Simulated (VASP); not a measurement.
A run of VASP 6.6.1:

The input INCAR:

```
PREC = Accurate
ENCUT = 520
EDIFF = 1E-7
ISMEAR = 0
SIGMA = 0.1
LREAL = F
LASPH = T
NELM = 80
ALGO = Normal
ISIF = 2
LWAVE = F
LCHARG = T
GGA = PE
LELF = T
LVHAR = T
NBANDS = 43
```

KPOINTS

```
regular mesh
0
Gamma
  6 6 4
```

File POSCAR:

```
Mo4C3
1.0
    4.5587330298      0.0000000029      0.0000000000
   -2.2793665174      3.9479786114      0.0000000000
    0.0000000000      0.0000000000      4.7104743268
Mo C
4 3
Direct
    0.3333333333      0.6666666667      0.0000000000
    0.6666666667      0.3333333333      0.0000000000
    0.0000000000      0.0000000000      0.2540517890
    0.0000000000      0.0000000000      0.7459482110
    0.4115507690      0.0000000000      0.5000000000
    0.0000000000      0.4115507690      0.5000000000
    0.5884492310      0.5884492310      0.5000000000
```

Potentials or basis: VASP PAW PBE potentials, release 64 (Mo_sv, C).

The run is started by

```bash
$ cat potpaw_PBE.64/Mo_sv/POTCAR potpaw_PBE.64/C/POTCAR > POTCAR
$ mpirun -np 1 vasp_std > vasp.out
```

Hardware: 1 thread of AMD EPYC 9R45 96-Core Processor (Zen 5) (shared host).

Question: Estimate the wall time of this run.

Answer: Run time: 72 s on 1 thread of AMD EPYC 9R45 96-Core Processor (Zen 5), on a shared host, peak memory 0.2 GiB. Counts: scf iterations 16, k points 21.
